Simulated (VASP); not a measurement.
Set up this calculation in VASP 6.6.1, as the native input.

```
Task                   : single point
Functional             : PBE
Dispersion             : D3(BJ)
Potentials or basis    : VASP PAW PBE potentials, release 64 (C, H, N)
Cutoff                 : 520 eV
k mesh                 : 1 × 1 × 1
Occupations            : fermi-dirac, width 0.05 eV
Spin                   : no spin polarisation
Dipole correction      : no
Further INCAR settings : LREAL = Auto; ALGO = Normal; EDIFF = 1e-06; NBANDS = 64
```

The structure of H15C2N3 lies in POSCAR:

```
H15C2N3
1.0
    7.2189320000      0.0000000000      0.0000000000
    0.0000000000      7.2189320000      0.0000000000
    0.0000000000      0.0000000000      7.2189320000
C H N
4 30 6
Direct
    0.8063153037      0.7551558823     -0.0989280016
    0.7329568938      0.6020943117      0.0257516185
    0.3582645139      0.5645676235      0.6841232255
    0.3762576432      0.6849331728      0.5118694481
    0.6932355150      0.8245203099     -0.1729073902
    0.8795908211      0.8605490523     -0.0185553086
    0.9024159963      0.7006244596     -0.2034924483
    0.8475543525      0.5364371709      0.1007160607
    0.6344752013      0.6561956975      0.1286746372
    0.6618681409      0.4944519018     -0.0536356072
    0.3747310985      0.6468910642      0.8111257323
    0.2215594180      0.4987924705      0.6904403172
    0.4621143714      0.4538715710      0.6885360546
    0.3551789694      0.6034818312      0.3846669603
    0.2751198343      0.7986926848      0.5104700881
    0.5143913915      0.7482271083      0.5025458313
    0.2943885667      0.1373903530      0.7635844949
    0.4659348276      0.1031600515      0.6191224599
    0.4405491858     -0.0300089358      0.7992438283
    0.9638984766      0.9684420212      0.3137794668
    0.8932794269      1.0256906454      0.5242290676
    0.7755179395      0.8746929768      0.4033717622
    0.5129307059      0.3409755646      0.2539253281
    0.6375096137      0.1492532518      0.2655901004
    0.5287428957      0.2079764005      0.0705181244
    0.8481813874      0.3872440440      0.4008853624
    0.9879792053      0.5661816483      0.4251974334
    1.0719990197      0.3573761084      0.4051048738
    0.9723299856      0.3060482605      0.7325855879
    0.8634287718      0.1623149958      0.8692713697
    1.0257606459      0.2926441648      0.9544270623
    0.1525891074      0.9847562326      0.0181915045
    0.3037179701      1.0149670880      0.1863555446
    0.2382109491      0.8041065434      0.1265184457
    0.4325310045      0.1043082031      0.7566194632
    0.8474441555      0.9960107915      0.3934629957
    0.5173313465      0.2059198666      0.2120463028
    0.9668891686      0.4318863992      0.4637331150
    0.9917576868      0.2149080012      0.8411547972
    0.1911071926      0.9360898112      0.1458312912
```

These files were run (other wordings do the same):

INCAR

```
SYSTEM = H15C2N3
ALGO     = Normal         ! electronic algorithm
EDIFF    = 1E-6           ! SCF threshold, eV
ENCUT    = 520            ! plane-wave cutoff, eV
GGA      = PE             ! functional
GGA_COMPAT= .False.      
ISIF     = 2              ! what is computed and relaxed
ISMEAR   = -1             ! smearing method
IVDW     = 12             ! dispersion correction
LASPH    = .True.         ! aspherical terms in the spheres
LCHARG   = .False.        ! write CHGCAR
LREAL    = Auto         
LWAVE    = .False.        ! write WAVECAR
NBANDS   = 64             ! bands
NELM     = 120            ! most SCF steps
PREC     = Accurate       ! precision mode
SIGMA    = 0.05           ! smearing width, eV
```

KPOINTS

```
k-points
0
Gamma
  1 1 1
  0 0 0
```

Potentials or basis: VASP PAW PBE potentials, release 64 (C, H, N).

Command:

```console
$ cat potpaw_PBE.64/C/POTCAR potpaw_PBE.64/H/POTCAR potpaw_PBE.64/N/POTCAR > POTCAR
$ mpirun -np 1 vasp_gam > vasp.out
```

Results of the run:

```
Pressure                   : 0.1 GPa
Largest force              : 0.117 eV/Å
Band gap on the k mesh     : 4.06 eV
Dispersion energy per atom : -0.038 eV
```

Caveat: the k points lie up to 0.87 Å⁻¹ apart.

It took 90 s on 1 thread of AMD EPYC 7R13 Processor (Zen 3), on a shared host, peak memory 0.31 GiB.
